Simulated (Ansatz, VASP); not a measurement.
# LaSc2F in VASP and in Ansatz

```
CELL_PARAMETERS angstrom
4.07923 0.00000 0.00000
0.00000 4.07923 0.00000
0.00000 0.00000 5.86313
ATOMIC_POSITIONS crystal
La 0.50000 0.50000 0.50000
Sc 0.00000 0.00000 0.50000
Sc 0.50000 0.50000 0.00000
F 0.00000 0.00000 0.00000
```

Change from the starting cell: species swapped into the LiNdS2 type (P4/mmm, No. 123).

Alike in both runs: task single point; functional PBE; k mesh 4 × 4 × 4; occupations gaussian, width 0.1 eV; collinear spin.

|  | VASP | Ansatz |
| --- | --- | --- |
| version | VASP 6.6.1 | Ansatz 0.2.0 |
| potentials or method | VASP PAW PBE potentials, release 64 (La, Sc_sv, F), cutoff 520 eV | scalar-relativistic, plane waves, PAW |
| valence electrons in the cell | 40 | 40 |

|  | VASP | Ansatz | Ansatz less VASP |
| --- | --- | --- | --- |
| gap on the k mesh at the Fermi level (eV) | none | none | - |
| pressure (GPa) | -0.1 | -0.1 | -0.05 |
| traceless stress, the component that is largest in VASP (GPa) | 0.10 | 0.12 | +0.014 |
| net moment per atom (μB) | 0.15 | 0.15 | +0.005 |
| size of the moment on the site where the two differ most (μB) | 0.18 | 0.13 | -0.045 |

Site moments also hang on the region over which each program counts them. A gap of «none» marks a metal or a gap that the smearing closes.

The k mesh is coarse, so the values compare programs but aren't converged. Neither program's run includes spin-orbit coupling.
